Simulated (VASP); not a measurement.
# NaI (I4_1/amd) in VASP: single point with PBEsol

Aim: the single point of NaI with PBEsol.

Program: VASP 6.6.1. These are calculated values, not measurements. Logs are shortened: lines on timing, memory, paths and dates and some standing lists are left out, and cuts for length are marked.

### Step 1. The cell of the first run

The structure is tetragonal, space group I4_1/amd (No. 141). The conventional cell has a = 4.429 Å, b = 4.429 Å, c = 16.728 Å, α = 90.00°, β = 90.00°, γ = 90.00°. Na (site symmetry -4m2) has 4 I at 3.13 Å within 4.1 Å. I (site symmetry -4m2) has 4 Na at 3.13 Å within 4.1 Å.

### Step 2. Single point, PBEsol

POSCAR

```
NaI
1.0
   -2.2145135000      2.2145135000      8.3637720000
    2.2145135000     -2.2145135000      8.3637720000
    2.2145135000      2.2145135000     -8.3637720000
Na I
2 2
Direct
    0.2500000000      0.7500000000      0.5000000000
    0.5000000000      0.5000000000      0.0000000000
    0.7500000000      0.2500000000      0.5000000000
    0.0000000000      1.0000000000      0.0000000000
```

INCAR.step1

```
SYSTEM = NaI
  PREC = Accurate
  ENCUT = 400
  EDIFF = 1E-6
  ISMEAR = 0
  SIGMA = 0.01
  LREAL = .FALSE.
  LASPH = .TRUE.
  NELM = 120
  ALGO = Normal
  ISIF = 2
  LWAVE = .FALSE.
  LCHARG = .TRUE.
  GGA = PS
  NBANDS = 22
  GGA_COMPAT = .FALSE.
  NEDOS = 2001
  LORBIT = 11
```

KPOINTS.step1

```
Automatic mesh
0
G
  4 4 5
  0 0 0
```

INCAR.step2

```
SYSTEM = NaI
  PREC = Accurate
  ENCUT = 400
  EDIFF = 1E-6
  ISMEAR = -5
  SIGMA = 0.01
  LREAL = .FALSE.
  LASPH = .TRUE.
  NELM = 120
  ALGO = Normal
  ISIF = 2
  LWAVE = .FALSE.
  LCHARG = .FALSE.
  GGA = PS
  LORBIT = 10
  NBANDS = 22
  NEDOS = 2001
  ICHARG = 11
  GGA_COMPAT = .FALSE.
```

KPOINTS.step2

```
Automatic mesh
0
G
  6 6 8
  0 0 0
```

Potentials or basis: VASP PAW PBE potentials, release 64 (Na_pv, I).

The run is started by

```bash
> cat potpaw_PBE.64/Na_pv/POTCAR potpaw_PBE.64/I/POTCAR > POTCAR
> cp INCAR.step1 INCAR
> cp KPOINTS.step1 KPOINTS
> mpirun -np 1 vasp_std > vasp.out
> cp INCAR.step2 INCAR
> cp KPOINTS.step2 KPOINTS
> mpirun -np 1 vasp_std > vasp.out
```

OUTCAR:

```text
SYSTEM = NaI
   PREC = Accurate
   ENCUT = 400
   EDIFF = 1E-6
   ISMEAR = -5
   LREAL = .FALSE.
   LASPH = .TRUE.
   NELM = 120
   ISIF = 2
   GGA = PS
   LORBIT = 10
   ICHARG = 11

 ion  position               nearest neighbor table
   1  0.250  0.750  0.500-   3 3.13   3 3.13   3 3.13   3 3.13
   2  0.500  0.500  0.000-   4 3.13   4 3.13   4 3.13   4 3.13
   3  0.750  0.250  0.500-   1 3.13   1 3.13   1 3.13   1 3.13
   4  0.000  0.000  0.000-   2 3.13   2 3.13   2 3.13   2 3.13

  LATTYP: Found a body centered tetragonal cell.
 ALAT       =     4.4290270000
 C/A-ratio  =     3.7767988319

  Lattice vectors:

 A1 = (  -2.2145135000,   2.2145135000,   8.3637720000)
 A2 = (   2.2145135000,  -2.2145135000,   8.3637720000)
 A3 = (   2.2145135000,   2.2145135000,  -8.3637720000)

Analysis of symmetry for initial positions (statically):
=====================================================================
 Subroutine PRICEL returns:
 Original cell was already a primitive cell.

 Routine SETGRP: Setting up the symmetry group for a
 body centered tetragonal supercell.

 Subroutine GETGRP returns: Found 16 space group operations
 (whereof  8 operations were pure point group operations)
 out of a pool of 16 trial point group operations.

The static configuration has the point symmetry D_2d.
 The point group associated with its full space group is D_4h.

Analysis of symmetry for dynamics (positions and initial velocities):
=====================================================================
 Subroutine PRICEL returns:
 Original cell was already a primitive cell.

 Routine SETGRP: Setting up the symmetry group for a
 body centered tetragonal supercell.

 Subroutine GETGRP returns: Found 16 space group operations
 (whereof  8 operations were pure point group operations)
 out of a pool of 16 trial point group operations.

The dynamic configuration has the point symmetry D_2d.
 The point group associated with its full space group is D_4h.

 Subroutine INISYM returns: Found 16 space group operations
 (whereof  8 operations are pure point group operations),
 and found     1 'primitive' translations

----------------------------------------------------------------------------------------

                                     Primitive cell

  volume of cell :     164.0661

[... 123 lines left out ...]
   ISYM   =      2    0-nonsym 1-usesym 2-fastsym
   POTIM  = 0.5000    time-step for ionic-motion
   TEBEG  =    0.0;   TEEND  =   0.0 temperature during run
   PSTRESS=    0.0 pullay stress
   NELECT =      28.0000    total number of electrons
   NUPDOWN=      -1.0000    fix difference up-down
   EMIN   =  10.00;   EMAX   =-10.00  energy-range for DOS
   EFERMI =   0.00;   METHOD = LEGACY
   ISMEAR =    -5;   SIGMA  =   0.01  broadening in eV -4-tet -1-fermi 0-gaus
   EFERMI_NEDOS =   21; number of points for ismear=-14 and -15
   IALGO  =     38    algorithm
   IMIX   =      4    mixing-type and parameters
     AMIX     =   0.40;   BMIX     =  1.00
     AMIX_MAG =   1.60;   BMIX_MAG =  1.00
  volume/ion in A,a.u.               =      41.02       276.79
  Fermi-wavevector in a.u.,A,eV,Ry     =   0.908074  1.716011 11.219342  0.824598
  Thomas-Fermi vector in A             =   2.031957
   LORBIT       =     10    0 simple, 1 ext, 2 COOP (PROOUT), +10 PAW based schemes
   GGA     = PS    functional components
   LHFCALC =     F    Hartree Fock is set to
   AEXX    =    0.0000 exact exchange contribution
   IVDW    =     0    specifies the selected vdW correction
   LEPSILON=     F    determine dielectric tensor
   LRPA    =     F    only Hartree local field effects (RPA)
 non-spin polarized calculation
 Fermi weights with tetrahedron method with Bloechl corrections
  energy-cutoff  :      400.00
  volume of cell :      164.07
 maximum number of plane-waves:      2998
 NGX is ok and might be reduce to    60

 number of electron      28.0000015 magnetization

 Free energy of the ion-electron system (eV)
  ---------------------------------------------------
  ext. energy  EPLUGINS =         0.00000000
  ---------------------------------------------------
  free energy    TOTEN  =       -10.78151675 eV

  energy without entropy =      -10.78151675  energy(sigma->0) =      -10.78151675

 E-fermi :  -0.2280     XC(G=0):  -6.9626

 val. band max:       -0.2311131684   @ k =   0.0000   0.0000   0.2500
 cond. band min:       2.7648420111   @ k =   0.0000   0.0000   0.0000
 fundamental gap:      2.9959551795
 Fermi energy:        -0.2280262326

 k-point     1 :       0.0000    0.0000    0.0000
  band No.  band energies     occupation
      1     -22.9341      2.00000
      2     -22.9327      2.00000
      3     -22.8821      2.00000
      4     -22.8821      2.00000
      5     -22.8821      2.00000
      6     -22.8821      2.00000
[... 589 lines left out ...]
     21       7.9506      0.00000
     22       8.1517      0.00000

 [... further k-points ...]

------------------------ aborting loop because EDIFF is reached ----------------------------------------

  FORCE on cell =-STRESS in cart. coord.  units (eV):
  Direction    XX          YY          ZZ          XY          YZ          ZX
  --------------------------------------------------------------------------------------
  -------------------------------------------------------------------------------------
  Total       -0.7300273     -0.7300273     -0.4347712      0.0000000      0.0000000      0.0000000
  in kB       -7.1290368     -7.1290368     -4.2457314      0.0000000      0.0000000      0.0000000
  external PRESSURE =      -6.1679350 kB  Pullay stress =       0.0000000 kB

 VOLUME and BASIS-vectors are now :
 -----------------------------------------------------------------------------
  energy-cutoff  :      400.00
  volume of cell :      164.07
      direct lattice vectors                 reciprocal lattice vectors
    -2.214513500  2.214513500  8.363772000     0.000000000  0.225783225  0.059781639
     2.214513500 -2.214513500  8.363772000     0.225783225  0.000000000  0.059781639
     2.214513500  2.214513500 -8.363772000     0.225783225  0.225783225  0.000000000

 POSITION                                       TOTAL-FORCE (eV/Angst)
 -----------------------------------------------------------------------------------
      2.21451      0.00000      4.18189         0.000000     -0.000000     -0.000000
      0.00000      0.00000      8.36377        -0.000000      0.000000     -0.000000
      0.00000      2.21451      4.18189        -0.000000      0.000000      0.000000
      0.00000      0.00000      0.00000         0.000000     -0.000000      0.000000
 -----------------------------------------------------------------------------------
    total drift:                               -0.000000      0.000000      0.000000

  FREE ENERGIE OF THE ION-ELECTRON SYSTEM (eV)
  ---------------------------------------------------
  free  energy   TOTEN  =       -10.7815167549 eV

  energy  without entropy=      -10.7815167549  energy(sigma->0) =      -10.78151675

 total charge

# of ion       s       p       d       tot
------------------------------------------
    1        0.043   5.973   0.000   6.016
    2        0.043   5.973   0.000   6.016
    3        1.493   2.835   0.002   4.330
    4        1.493   2.835   0.002   4.330
--------------------------------------------------
tot          3.071  17.616   0.004  20.691
```

OSZICAR.step1:

```text
N       E                     dE             d eps       ncg     rms          rms(c)
DAV:   1     0.180211324147E+03    0.18021E+03   -0.10886E+04  1252   0.909E+02
DAV:   2     0.496972688401E+01   -0.17524E+03   -0.16664E+03  1332   0.246E+02
DAV:   3    -0.105986292555E+02   -0.15568E+02   -0.15498E+02  1478   0.815E+01
DAV:   4    -0.110474045613E+02   -0.44878E+00   -0.44855E+00  1522   0.148E+01
DAV:   5    -0.110621823076E+02   -0.14778E-01   -0.14777E-01  1626   0.262E+00    0.211E+00
DAV:   6    -0.108175574224E+02    0.24462E+00   -0.32004E-01  1410   0.280E+00    0.136E+00
DAV:   7    -0.107682264302E+02    0.49331E-01   -0.23535E-01  1538   0.208E+00    0.908E-01
DAV:   8    -0.107811767144E+02   -0.12950E-01   -0.24371E-02  1266   0.100E+00    0.339E-01
DAV:   9    -0.107805734501E+02    0.60326E-03   -0.76698E-04  1458   0.219E-01    0.124E-01
DAV:  10    -0.107812899370E+02   -0.71649E-03   -0.10057E-03  1278   0.183E-01    0.265E-02
DAV:  11    -0.107813218274E+02   -0.31890E-04   -0.57794E-05  1484   0.503E-02    0.121E-02
DAV:  12    -0.107813350855E+02   -0.13258E-04   -0.14698E-05  1278   0.201E-02    0.351E-03
DAV:  13    -0.107813359686E+02   -0.88308E-06   -0.21137E-06  1254   0.641E-03
   1 F= -.10781336E+02 E0= -.10781336E+02  d E =-.278271E-11
```

Run time: 11 min. Hardware: 1 thread of Intel Xeon Platinum 8375C at 2.90GHz (Ice Lake), shared host; peak memory 0.54 GiB.

Results:

```yaml
Valence_electrons_inside_the_program's_atomic_spheres: Na 6.02; I 4.33
```

Caveat: the PAW data sets were made with another functional, which shifts forces and pressure a little; spin-orbit coupling is left out, which moves the levels of the heavy elements.
